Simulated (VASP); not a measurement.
Write the native input for VASP 6.6.1 that does the following.

| Property | Result |
| --- | --- |
| Task | single point |
| Functional | PBEsol |
| Potentials or basis | VASP PAW PBE potentials, release 64 (Ag) |
| Cutoff | 500 eV |
| k mesh | 9 × 9 × 5 |
| Occupations | fermi-dirac, width 0.1 eV |
| Spin | no spin polarisation |
| Dipole correction | no |
| Further INCAR settings | ALGO = Normal; EDIFF = 1e-06; NBANDS = 18 |

The structure of Ag lies in POSCAR:

```
Ag
1.0
    2.9300000000      0.0000000000      0.0000000000
   -1.4650000000      2.5374544300      0.0000000000
    0.0000000000      0.0000000000      4.7900000000
Ag
2
Direct
    0.3333333333      0.6666666667      0.2500000000
    0.6666666667      0.3333333333      0.7500000000
```

One way to write it, as run:

INCAR

```
SYSTEM = Ag
  ALGO = Normal
  EDIFF = 1E-6
  ENCUT = 500
  GGA = PS
  GGA_COMPAT = .FALSE.
  ISIF = 2
  ISMEAR = -1
  LASPH = .TRUE.
  LCHARG = .FALSE.
  LREAL = .FALSE.
  LWAVE = .FALSE.
  NBANDS = 18
  NELM = 120
  PREC = Accurate
  SIGMA = 0.1
```

KPOINTS

```
k-points
0
G
  9 9 5
  0 0 0
```

Potentials or basis: VASP PAW PBE potentials, release 64 (Ag).

Command:

```bash
$ cat potpaw_PBE.64/Ag/POTCAR > POTCAR
$ mpirun -np 1 vasp_std > vasp.out
```

It gave:

```
Pressure               : -6.8 GPa
Band gap on the k mesh : zero (band 11 reaches 11.41 eV, above the bottom of band 12 at 4.43 eV)
```

Caveat: the PAW data sets were made with another functional, which shifts forces and pressure a little.

It took 12 s on 1 thread of Intel(R) Xeon(R) Platinum 8259CL CPU @ 2.50GHz (Skylake/Cascade Lake) (shared host), peak memory 0.15 GiB.
